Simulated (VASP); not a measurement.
Set up this calculation in VASP 6.6.1, as the native input.

- Task: single point
- Functional: PBE
- Potentials or basis: VASP PAW PBE potentials, release 64 (Zr_sv, Tl_d, F)
- Cutoff: 520 eV
- k mesh: 4 × 4 × 4
- Occupations: gaussian, width 0.1 eV
- Spin: no spin polarisation
- Dipole correction: no
- Further INCAR settings: ALGO = Normal; EDIFF = 1e-07; NBANDS = 44

The structure of ZrTlF6 lies in POSCAR:

```
ZrTlF6
1.0
    0.0000000000      4.4461967000      4.4461967000
    4.4461967000      0.0000000000      4.4461967000
    4.4461967000      4.4461967000      0.0000000000
Zr Tl F
1 1 6
Direct
    0.0000000000      0.0000000000      0.0000000000
    0.5000000000      0.5000000000      0.5000000000
    0.7722940000      0.2277060000      0.2277060000
    0.2277060000      0.7722940000      0.7722940000
    0.2277060000      0.7722940000      0.2277060000
    0.7722940000      0.2277060000      0.7722940000
    0.2277060000      0.2277060000      0.7722940000
    0.7722940000      0.7722940000      0.2277060000
```

One way to write it, as run:

INCAR

```
SYSTEM = ZrTlF6
PREC     = Accurate       ! precision mode
ENCUT    = 520            ! plane-wave cutoff, eV
EDIFF    = 1E-7           ! SCF threshold, eV
ISMEAR   = 0              ! smearing method
SIGMA    = 0.1            ! smearing width, eV
LREAL    = .FALSE.        ! projectors in reciprocal space
LASPH    = .TRUE.         ! aspherical terms in the spheres
NELM     = 80             ! most SCF steps
ALGO     = Normal         ! electronic algorithm
ISIF     = 2              ! what is computed and relaxed
LWAVE    = .FALSE.        ! write WAVECAR
LCHARG   = .FALSE.        ! write CHGCAR
GGA      = PE             ! functional
NBANDS   = 44             ! bands
```

KPOINTS

```
Automatic mesh
0
G
  4 4 4
  0 0 0
```

Potentials or basis: VASP PAW PBE potentials, release 64 (Zr_sv, Tl_d, F).

Run with:

```bash
$ cat potpaw_PBE.64/Zr_sv/POTCAR potpaw_PBE.64/Tl_d/POTCAR potpaw_PBE.64/F/POTCAR > POTCAR
$ mpirun -np 1 vasp_std > vasp.out
```

It gave:

```
Pressure               : 0.0 GPa
Largest force          : 0.066 eV/Å
Band gap on the k mesh : zero (an odd number of electrons rules out a gap without spin polarisation)
```

Caveat: spin-orbit coupling is left out, which moves the levels of the heavy elements; an odd number of electrons without spin polarisation forces a metal; a magnetic or distorted state may lie lower.

Run time: 51 s on 1 thread of AMD EPYC 9R45 96-Core Processor (Zen 5) (shared host), peak memory 0.31 GiB.
